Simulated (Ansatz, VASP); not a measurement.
**Two plane-wave programs on GaN**

Contents of POSCAR:

```
GaN
1.0
    4.5070012150      0.0000000000      0.0000000000
    0.0000000000     -4.5070012150      0.0000000000
    0.0000000000      0.0000000000     -4.5070012150
Ga N
4 4
Direct
    0.0000000000      0.5000000000      0.5000000000
    0.5000000000      0.0000000000      0.5000000000
    0.5000000000      0.5000000000      0.0000000000
    0.0000000000      0.0000000000      0.0000000000
    0.7500000000      0.7500000000      0.7500000000
    0.2500000000      0.2500000000      0.7500000000
    0.2500000000      0.7500000000      0.2500000000
    0.7500000000      0.2500000000      0.2500000000
```

The input INCAR.step1:

```
ALGO     = Normal         # electronic algorithm
EDIFF    = 1E-4           # SCF threshold, eV
ENCUT    = 520            # plane-wave cutoff, eV
GGA      = PE             # functional
ISMEAR   = 0              # smearing method
LASPH    = True           # aspherical terms in the spheres
LCHARG   = False          # write CHGCAR
LREAL    = False          # projectors in reciprocal space
LWAVE    = True           # write WAVECAR
NBANDS   = 46             # bands
NELM     = 60             # most SCF steps
PREC     = Accurate       # precision mode
SIGMA    = 0.05           # smearing width, eV
```

INCAR.step2

```
ALGO     = Normal         # electronic algorithm
EDIFF    = 1E-6           # SCF threshold, eV
ENCUT    = 520            # plane-wave cutoff, eV
ISIF     = 2              # what is computed and relaxed
ISMEAR   = 0              # smearing method
ISTART   = 1            
LASPH    = True           # aspherical terms in the spheres
LCHARG   = False          # write CHGCAR
LMIXTAU  = True         
LREAL    = False          # projectors in reciprocal space
LWAVE    = False          # write WAVECAR
METAGGA  = R2SCAN         # meta-GGA
NBANDS   = 46             # bands
NELM     = 60             # most SCF steps
PREC     = Accurate       # precision mode
SIGMA    = 0.05           # smearing width, eV
```

The input KPOINTS:

```
k-points
0
Gamma
  6 6 6
```

Input for Ansatz:

```yaml
crystal:
  lattice:
    - [4.507001215, 0.0, 0.0]
    - [0.0, -4.507001215, 0.0]
    - [0.0, 0.0, -4.507001215]
  atoms:
    - { symbol: Ga, position: [0.0, 0.5, 0.5] }
    - { symbol: Ga, position: [0.5, 0.0, 0.5] }
    - { symbol: Ga, position: [0.5, 0.5, 0.0] }
    - { symbol: Ga, position: [0.0, 0.0, 0.0] }
    - { symbol: "N", position: [0.75, 0.75, 0.75] }
    - { symbol: "N", position: [0.25, 0.25, 0.75] }
    - { symbol: "N", position: [0.25, 0.75, 0.25] }
    - { symbol: "N", position: [0.75, 0.25, 0.25] }
basis:
  ecutwfc: 500
kpoints:
  mp_grid: { grid: [6, 6, 6] }
hamiltonian:
  xc: r2scan
scf:
  occupations: { method: gaussian, width: 0.05 }
output:
  forces: true
  stress: true
  eigenvalues: true
  write_density: true
  write_potential: true
  elf: true
  volumetric_format: npy
```

Alike in both runs: task single point; functional r2SCAN; k mesh 6 × 6 × 6; occupations gaussian, width 0.05 eV; no spin polarisation.

|  | VASP | Ansatz |
| --- | --- | --- |
| version | VASP 6.6.1 | Ansatz 0.2.0 |
| potentials or method | VASP PAW PBE potentials, release 64 (Ga_d, N), cutoff 520 eV | scalar-relativistic, plane waves, PAW |
| valence electrons in the cell | 72 | 72 |

```csv
,VASP,Ansatz,Ansatz less VASP
gap on the k mesh at the Fermi level (eV),2.12,2.13,+0.008
least direct gap on the mesh (eV),2.12,2.13,+0.008
pressure (GPa),-0.3,-1.2,-0.92
```

VASP's potentials were made for PBE, not for r2SCAN.
